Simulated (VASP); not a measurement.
## SnO: single point with PBE

Crystal: SnO.

```
Sn O
1.0
     3.83579    0.00000    0.00000
     0.00000    3.83579    0.00000
     0.00000    0.00000    4.75117
Sn O
2 2
Direct
  0.00000 0.50000 0.24357
  0.50000 0.00000 0.75643
  0.00000 0.00000 0.00000
  0.50000 0.50000 0.00000
```

- Program: VASP 6.6.1
- Task: single point
- Functional: PBE
- Potentials or basis: VASP PAW PBE potentials, release 64 (Sn_d, O)
- Cutoff: 520 eV
- k mesh: 10 × 10 × 8
- Occupations: gaussian, width 0.05 eV
- Spin: no spin polarisation
- Dipole correction: no
- Further INCAR settings: ALGO = Normal; EDIFF = 1e-06; NBANDS = 28

```
Pressure               : 2.5 GPa
Largest force          : 0.090 eV/Å
Band gap on the k mesh : zero (filled and empty bands overlap)
```

Forces in eV/Å, atoms in the order of the input:
```
Sn   0.000  0.000  0.090
Sn   0.000  0.000 -0.090
O    0.000  0.000  0.000
O    0.000  0.000  0.000
```

Levels at points of the mesh, in eV from the Fermi level:
```tsv
k point	band 17	band 18	band 19	band 20	band 21	band 22	band 23	band 24
(0.00, 0.00, 0.00)	-3.38	-3.09	-3.09	-0.03	2.14	4.50	4.50	4.67
(0.50, 0.00, 0.00)	-4.73	-4.73	-2.70	-2.70	3.27	3.27	5.78	5.78
(0.50, 0.50, 0.00)	-2.44	-2.44	-1.88	-1.88	-0.03	-0.03	4.53	4.53
(0.00, 0.00, 0.50)	-3.11	-3.11	-3.02	-2.10	1.69	2.79	2.79	3.53
(0.50, 0.00, 0.50)	-4.68	-4.68	-1.70	-1.70	2.68	2.68	5.25	5.25
(0.50, 0.50, 0.50)	-2.76	-2.76	-2.44	-2.44	2.32	2.32	4.22	4.22
```

Run time: 4.3 min on 1 thread of Intel Xeon 8259CL, with other jobs on the host, peak memory 0.29 GiB.

Caveat: semilocal functionals underestimate gaps, and a narrow one can read as zero; spin-orbit coupling is left out, which moves the levels of the heavy elements.
